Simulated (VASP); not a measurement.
# AlNi3 (Pm-3m) in VASP: a series of runs

Runs on AlNi3. Level: PBE. Tasks: single point.

All numbers are computed with VASP 6.6.1; they aren't measurements. Logs are shortened: lines on timing, memory, paths and dates and some standing lists are left out, and cuts for length are marked.

## (1) The cell of the first run

The structure is cubic, space group Pm-3m (No. 221). The conventional cell has a = 3.637 Å, b = 3.637 Å, c = 3.637 Å, α = 90.00°, β = 90.00°, γ = 90.00°. Within 3.4 Å of Al (site symmetry m-3m) lie 12 Ni at 2.57 Å. Within 3.4 Å of Ni (site symmetry 4/mmm) lie 4 Al at 2.57 Å and 8 Ni at 2.57 Å.

## (2) Single point, PBE, collinear spin, ferromagnetic start (volume scaled by 1.06)

File INCAR:

```
PREC = Accurate ; ENCUT = 520
EDIFF = 1E-7 ; ISMEAR = 0
SIGMA = 0.1 ; LREAL = False
LASPH = True ; NELM = 150
ALGO = Fast ; ISIF = 2
LWAVE = False ; LCHARG = False
ISPIN = 2 ; MAGMOM = 0 0.3 0.3 0.3
LORBIT = 11 ; LMAXMIX = 4
GGA = PE ; NBANDS = 28
```

File KPOINTS:

```
Automatic mesh
0
Gamma
  12 12 12
```

File POSCAR:

```
AlNi3
1.0
    3.6366315224      0.0000000000      0.0000000000
    0.0000000000      3.6366315224      0.0000000000
    0.0000000000      0.0000000000      3.6366315224
Al Ni
1 3
Direct
    0.0000000000      0.0000000000      0.0000000000
    0.0000000000      0.5000000000      0.5000000000
    0.5000000000      0.0000000000      0.5000000000
    0.5000000000      0.5000000000      0.0000000000
```

Potentials or basis: VASP PAW PBE potentials, release 64 (Al, Ni).

On the command line:

```bash
> cat potpaw_PBE.64/Al/POTCAR potpaw_PBE.64/Ni/POTCAR > POTCAR
> mpirun -np 1 vasp_std > vasp.out
```

OUTCAR:

```text
PREC = Accurate
   ENCUT = 520
   EDIFF = 1E-7
   ISMEAR = 0
   LREAL = False
   LASPH = True
   NELM = 150
   ISIF = 2
   ISPIN = 2
   LORBIT = 11
   GGA = PE

 ion  position               nearest neighbor table
   1  0.000  0.000  0.000-   2 2.57   3 2.57   4 2.57   2 2.57   3 2.57   2 2.57   4 2.57   2 2.57
                             3 2.57   4 2.57   3 2.57   4 2.57
   2  0.000  0.500  0.500-   1 2.57   3 2.57   4 2.57   1 2.57   4 2.57   1 2.57   3 2.57   1 2.57
                             3 2.57   4 2.57   4 2.57   3 2.57
   3  0.500  0.000  0.500-   1 2.57   2 2.57   4 2.57   1 2.57   4 2.57   2 2.57   4 2.57   4 2.57
                             1 2.57   2 2.57   1 2.57   2 2.57
   4  0.500  0.500  0.000-   1 2.57   2 2.57   3 2.57   2 2.57   3 2.57   1 2.57   3 2.57   3 2.57
                             1 2.57   2 2.57   2 2.57   1 2.57

  LATTYP: Found a simple cubic cell.
 ALAT       =     3.6366315224

  Lattice vectors:

 A1 = (   3.6366315224,   0.0000000000,   0.0000000000)
 A2 = (   0.0000000000,   3.6366315224,   0.0000000000)
 A3 = (   0.0000000000,   0.0000000000,   3.6366315224)

Analysis of symmetry for initial positions (statically):
=====================================================================
 Subroutine PRICEL returns:
 Original cell was already a primitive cell.

 Routine SETGRP: Setting up the symmetry group for a
 simple cubic supercell.

 Subroutine GETGRP returns: Found 48 space group operations
 (whereof 48 operations were pure point group operations)
 out of a pool of 48 trial point group operations.

The static configuration has the point symmetry O_h .

Analysis of symmetry for dynamics (positions and initial velocities):
=====================================================================
 Subroutine PRICEL returns:
 Original cell was already a primitive cell.

 Routine SETGRP: Setting up the symmetry group for a
 simple cubic supercell.

 Subroutine GETGRP returns: Found 48 space group operations
 (whereof 48 operations were pure point group operations)
 out of a pool of 48 trial point group operations.

The dynamic configuration has the point symmetry O_h .

Analysis of structural, dynamic, and magnetic symmetry:
=====================================================================
 Subroutine PRICEL returns:
 Original cell was already a primitive cell.

 Routine SETGRP: Setting up the symmetry group for a
 simple cubic supercell.

 Subroutine GETGRP returns: Found 48 space group operations
 (whereof 48 operations were pure point group operations)
 out of a pool of 48 trial point group operations.

The overall configuration has the point symmetry O_h .

 Subroutine INISYM returns: Found 48 space group operations
 (whereof 48 operations are pure point group operations),
 and found     1 'primitive' translations

----------------------------------------------------------------------------------------

                                     Primitive cell

  volume of cell :      48.0948

  direct lattice vectors                    reciprocal lattice vectors
     3.636631522  0.000000000  0.000000000     0.274979743  0.000000000  0.000000000
     0.000000000  3.636631522  0.000000000     0.000000000  0.274979743  0.000000000
     0.000000000  0.000000000  3.636631522     0.000000000  0.000000000  0.274979743

  length of vectors
     3.636631522  3.636631522  3.636631522     0.274979743  0.274979743  0.274979743

  position of ions in fractional coordinates (direct lattice)
     0.000000000  0.000000000  0.000000000
     0.000000000  0.500000000  0.500000000
     0.500000000  0.000000000  0.500000000
     0.500000000  0.500000000  0.000000000

  ion indices of the primitive-cell ions
   primitive index   ion index
                 1           1
                 2           2
                 3           3
                 4           4

----------------------------------------------------------------------------------------

 KPOINTS: Automatic mesh

Automatic generation of k-mesh.
 Grid dimensions read from file:
 generate k-points for:   12   12   12

 Generating k-lattice:

  Cartesian coordinates                     Fractional coordinates (reciprocal lattice)
     0.022914979  0.000000000  0.000000000     0.083333333  0.000000000  0.000000000
     0.000000000  0.022914979  0.000000000     0.000000000  0.083333333  0.000000000
     0.000000000  0.000000000  0.022914979     0.000000000  0.000000000  0.083333333

  Length of vectors
     0.022914979  0.022914979  0.022914979

  Shift w.r.t. Gamma in fractional coordinates (k-lattice)
     0.000000000  0.000000000  0.000000000

 Subroutine IBZKPT returns following result:
 ===========================================

 Found     84 irreducible k-points:

 Following reciprocal coordinates:
            Coordinates               Weight
  0.000000  0.000000  0.000000      1.000000
  0.083333  0.000000  0.000000      6.000000
  0.166667  0.000000  0.000000      6.000000
  0.250000  0.000000  0.000000      6.000000
  0.333333  0.000000  0.000000      6.000000
  0.416667  0.000000  0.000000      6.000000
[... 16 lines left out ...]
  0.333333  0.333333  0.000000     12.000000
  0.416667  0.333333  0.000000     24.000000
 [... further k-points ...]
   k-points           NKPTS =     84   k-points in BZ     NKDIM =     84   number of bands    NBANDS=     28
   number of dos      NEDOS =    301   number of ions     NIONS =      4
   total plane-waves  NPLWV =  21952
   dimension x,y,z NGX =    28 NGY =   28 NGZ =   28
   dimension x,y,z NGXF=    56 NGYF=   56 NGZF=   56
   ions per type =               1   3
   NGX,Y,Z   is equivalent  to a cutoff of  12.80, 12.80, 12.80 a.u.
   NGXF,Y,Z  is equivalent  to a cutoff of  25.60, 25.60, 25.60 a.u.
 SYSTEM =  unknown system
   PREC   = accura    normal or accurate (medium, high low for compatibility)
   ISTART =      0    job   : 0-new  1-cont  2-samecut
   ICHARG =      2    charge: 1-file 2-atom 10-const
   ISPIN  =      2    spin polarized calculation?
   LNONCOLLINEAR =      F non collinear calculations
   LSORBIT =      F    spin-orbit coupling
   LASPH  =      T    aspherical Exc in radial PAW
   ENCUT  =  520.0 eV  38.22 Ry    6.18 a.u.   6.76  6.76  6.76*2*pi/ulx,y,z
   NELM   =    150;   NELMIN=  2; NELMDL= -5     # of ELM steps
   EDIFF  = 0.1E-06   stopping-criterion for ELM
   LREAL  =      F    real-space projection
   EDIFFG = 0.1E-05   stopping-criterion for IOM
   NSW    =      0    number of steps for IOM
   IBRION =     -1    ionic relax: 0-MD 1-quasi-New 2-CG
   NFREE  =      0    steps in history (QN), initial steepest desc. (CG)
   ISIF   =      2    stress and relaxation
   ISYM   =      2    0-nonsym 1-usesym 2-fastsym
   POTIM  = 0.5000    time-step for ionic-motion
   TEBEG  =    0.0;   TEEND  =   0.0 temperature during run
   PSTRESS=    0.0 pullay stress
   NELECT =      33.0000    total number of electrons
   NUPDOWN=      -1.0000    fix difference up-down
   EMIN   =  10.00;   EMAX   =-10.00  energy-range for DOS
   EFERMI =   0.00;   METHOD = LEGACY
   ISMEAR =     0;   SIGMA  =   0.10  broadening in eV -4-tet -1-fermi 0-gaus
   EFERMI_NEDOS =   21; number of points for ismear=-14 and -15
   IALGO  =     68    algorithm
   IMIX   =      4    mixing-type and parameters
     AMIX     =   0.40;   BMIX     =  1.00
     AMIX_MAG =   1.60;   BMIX_MAG =  1.00
  volume/ion in A,a.u.               =      12.02        81.14
  Fermi-wavevector in a.u.,A,eV,Ry     =   1.443932  2.728636 28.367339  2.084941
  Thomas-Fermi vector in A             =   2.562284
   LORBIT       =     11    0 simple, 1 ext, 2 COOP (PROOUT), +10 PAW based schemes
   GGA     = PE    functional components
   LHFCALC =     F    Hartree Fock is set to
   AEXX    =    0.0000 exact exchange contribution
   IVDW    =     0    specifies the selected vdW correction
   LEPSILON=     F    determine dielectric tensor
   LRPA    =     F    only Hartree local field effects (RPA)
 spin polarized calculation
 RMM-DIIS sequential band-by-band and
 Gauss-broadening in eV      SIGMA  =   0.10
  energy-cutoff  :      520.00
  volume of cell :       48.09
 maximum number of plane-waves:      1328
 NGX is ok and might be reduce to    28
   NGX = 13   NGY = 13   NGZ = 13

 number of electron      33.0000048 magnetization       0.7360677

 Free energy of the ion-electron system (eV)
  ---------------------------------------------------
  ext. energy  EPLUGINS =         0.00000000
  ---------------------------------------------------
  free energy    TOTEN  =       -21.82387010 eV

  energy without entropy =      -21.80645478  energy(sigma->0) =      -21.81516244

 E-fermi :   8.6769     XC(G=0): -12.3471

 val. band max:        8.6748690024   @ k =   0.4167   0.4167   0.4167
 cond. band min:       8.6770332176   @ k =   0.5000   0.2500   0.1667
 fundamental gap:      0.0021642152
 Fermi energy:         8.6768996192

 spin component 1

 k-point     1 :       0.0000    0.0000    0.0000
  band No.  band energies     occupation
      1      -0.8545      1.00000
      2       4.7220      1.00000
      3       5.3400      1.00000
      4       5.3400      1.00000
      5       5.6503      1.00000
      6       5.6503      1.00000
[... 20 lines left out ...]
     27      22.0461      0.00000
[... 691 lines left out ...]
      6       6.1832      1.00000
[... 20 lines left out ...]
     27      21.5600      0.00000
     28      21.8155      0.00000

 [... further k-points ...]

 spin component 2

 k-point     1 :       0.0000    0.0000    0.0000
  band No.  band energies     occupation
      1      -0.8885      1.00000
      2       4.8031      1.00000
      3       5.4999      1.00000
      4       5.4999      1.00000
      5       5.9515      1.00000
      6       5.9515      1.00000
[... 20 lines left out ...]
     27      22.0417      0.00000
[... 691 lines left out ...]
      6       6.4718      1.00000
[... 20 lines left out ...]
     27      21.5466      0.00000
     28      21.8191      0.00000

 [... further k-points ...]
[... 5 lines left out ...]
  --------------------------------------------------------------------------------------
  -------------------------------------------------------------------------------------
  Total       -2.7361359     -2.7361359     -2.7361359     -0.0000000      0.0000000     -0.0000000
  in kB      -91.1486742    -91.1486742    -91.1486742     -0.0000000      0.0000000     -0.0000000
  external PRESSURE =     -91.1486742 kB  Pullay stress =       0.0000000 kB

 VOLUME and BASIS-vectors are now :
 -----------------------------------------------------------------------------
  energy-cutoff  :      520.00
  volume of cell :       48.09
      direct lattice vectors                 reciprocal lattice vectors
     3.636631522  0.000000000  0.000000000     0.274979743  0.000000000  0.000000000
     0.000000000  3.636631522  0.000000000     0.000000000  0.274979743  0.000000000
     0.000000000  0.000000000  3.636631522     0.000000000  0.000000000  0.274979743

 POSITION                                       TOTAL-FORCE (eV/Angst)
 -----------------------------------------------------------------------------------
      0.00000      0.00000      0.00000         0.000000      0.000000      0.000000
      0.00000      1.81832      1.81832         0.000000      0.000000      0.000000
      1.81832      0.00000      1.81832         0.000000      0.000000      0.000000
      1.81832      1.81832      0.00000         0.000000      0.000000      0.000000
 -----------------------------------------------------------------------------------
    total drift:                                0.000000      0.000000      0.000000

  FREE ENERGIE OF THE ION-ELECTRON SYSTEM (eV)
  ---------------------------------------------------
  free  energy   TOTEN  =       -21.8238700958 eV

  energy  without entropy=      -21.8064547778  energy(sigma->0) =      -21.81516244

 total charge

# of ion       s       p       d       tot
------------------------------------------
    1        0.402   0.367   0.000   0.769
    2        0.466   0.462   8.354   9.282
    3        0.466   0.462   8.354   9.282
    4        0.466   0.462   8.354   9.282
--------------------------------------------------
tot          1.802   1.753  25.061  28.615

 magnetization (x)

# of ion       s       p       d       tot
------------------------------------------
    1       -0.001  -0.008   0.000  -0.009
    2       -0.003  -0.010   0.279   0.266
    3       -0.003  -0.010   0.279   0.266
    4       -0.003  -0.010   0.279   0.266
--------------------------------------------------
tot         -0.010  -0.038   0.838   0.790
```

It took 2.4 min on 1 thread of Intel Xeon Platinum 8488C (Sapphire Rapids), shared host; peak memory 0.28 GiB.

What came out:

* Free energy: -21.8239 eV
* Pressure: -9.1 GPa
* Net moment: 0.74 μB per cell
* Site moments: Al -0.01; Ni +0.27 μB
* Valence electrons inside the program's atomic spheres: Al 0.77; Ni 9.28

Levels at points of the mesh, in eV from the Fermi level:
Spin up:
| k point | band 13 | band 14 | band 15 | band 16 | band 17 | band 18 | band 19 | band 20 | band 21 | band 22 |
| --- | --- | --- | --- | --- | --- | --- | --- | --- | --- | --- |
| (0.00, 0.00, 0.00) | -0.28 | -0.13 | -0.13 | -0.13 | 0.86 | 0.86 | 0.86 | 6.20 | 6.20 | 6.66 |
| (0.50, 0.00, 0.00) | -1.15 | -1.08 | -0.98 | -0.49 | -0.13 | 5.17 | 5.17 | 5.38 | 5.38 | 6.23 |
| (0.50, 0.50, 0.00) | -1.21 | -1.11 | -0.94 | -0.91 | -0.55 | 0.72 | 0.72 | 7.65 | 7.87 | 7.87 |
| (0.50, 0.50, 0.50) | -1.20 | -1.00 | -1.00 | -0.28 | -0.28 | -0.28 | -0.05 | 2.95 | 3.70 | 3.70 |
Spin down:
| k point | band 12 | band 13 | band 14 | band 15 | band 16 | band 17 | band 18 | band 19 | band 20 | band 21 |
| --- | --- | --- | --- | --- | --- | --- | --- | --- | --- | --- |
| (0.00, 0.00, 0.00) | -0.37 | 0.01 | 0.32 | 0.32 | 0.32 | 0.82 | 0.82 | 0.82 | 6.28 | 6.28 |
| (0.50, 0.00, 0.00) | -0.93 | -0.83 | -0.83 | -0.74 | -0.30 | 0.32 | 5.22 | 5.22 | 5.43 | 5.43 |
| (0.50, 0.50, 0.00) | -1.02 | -1.02 | -0.99 | -0.71 | -0.52 | -0.40 | 1.02 | 1.02 | 7.66 | 7.90 |
| (0.50, 0.50, 0.50) | -1.05 | -1.05 | -0.81 | -0.81 | -0.08 | 0.10 | 0.10 | 0.10 | 3.05 | 3.91 |

## (3) Single point, PBE, collinear spin, ferromagnetic start (volume scaled by 0.97)

File INCAR:

```
SYSTEM = AlNi3
ALGO = Fast ; EDIFF = 1E-7
ENCUT = 520 ; GGA = PE
ISIF = 2 ; ISMEAR = 0
ISPIN = 2 ; LASPH = .TRUE.
LCHARG = .TRUE. ; LELF = .TRUE.
LMAXMIX = 4 ; LORBIT = 11
LREAL = .FALSE. ; LVHAR = .TRUE.
LWAVE = .FALSE. ; MAGMOM = 0 0.3 0.3 0.3
NBANDS = 28 ; NELM = 150
PREC = Accurate ; SIGMA = 0.1
```

File KPOINTS:

```
k-points
0
G
  12 12 12
  0 0 0
```

File POSCAR:

```
AlNi3
1.0
    3.5306493779      0.0000000000      0.0000000000
    0.0000000000      3.5306493779      0.0000000000
    0.0000000000      0.0000000000      3.5306493779
Al Ni
1 3
Direct
    0.0000000000      0.0000000000      0.0000000000
    0.0000000000      0.5000000000      0.5000000000
    0.5000000000      0.0000000000      0.5000000000
    0.5000000000      0.5000000000      0.0000000000
```

Potentials or basis: VASP PAW PBE potentials, release 64 (Al, Ni).

On the command line:

```bash
> cat potpaw_PBE.64/Al/POTCAR potpaw_PBE.64/Ni/POTCAR > POTCAR
> mpirun -np 1 vasp_std > vasp.out
```

Run time: 2.5 min. Hardware: 1 thread of Intel Xeon Platinum 8559C (Emerald Rapids), shared host; peak memory 0.27 GiB.

Results (log left out):

```yaml
Free_energy: -21.8810 eV
Pressure: 5.9 GPa
Net_moment: 0.70 μB per cell
Site_moments: Al -0.01; Ni +0.25 μB
Valence_electrons_inside_the_program's_atomic_spheres: Al 0.81; Ni 9.44
```

Levels at points of the mesh, in eV from the Fermi level:
Spin up:
```csv
k point,band 15,band 16,band 17,band 18,band 19,band 20
"(0.00, 0.00, 0.00)",-0.08,-0.08,0.87,0.87,0.87,6.69
"(0.50, 0.00, 0.00)",-1.07,-0.52,-0.08,5.61,5.61,5.66
"(0.50, 0.50, 0.00)",-1.01,-0.99,-0.59,0.87,0.87,8.28
"(0.50, 0.50, 0.50)",-1.10,-0.26,-0.26,-0.26,-0.20,3.52
```
Spin down:
```csv
k point,band 12,band 13,band 14,band 15,band 16,band 17,band 18,band 19,band 20,band 21
"(0.00, 0.00, 0.00)",-0.41,0.01,0.35,0.35,0.35,0.84,0.84,0.84,6.77,6.77
"(0.50, 0.00, 0.00)",-1.06,-0.95,-0.95,-0.84,-0.33,0.35,5.67,5.67,5.71,5.71
"(0.50, 0.50, 0.00)",-1.17,-1.17,-1.11,-0.81,-0.60,-0.46,1.15,1.15,8.32,8.32
"(0.50, 0.50, 0.50)",-1.19,-1.19,-0.92,-0.92,-0.22,0.11,0.11,0.11,3.62,4.33
```

[end of part 1 of 3]
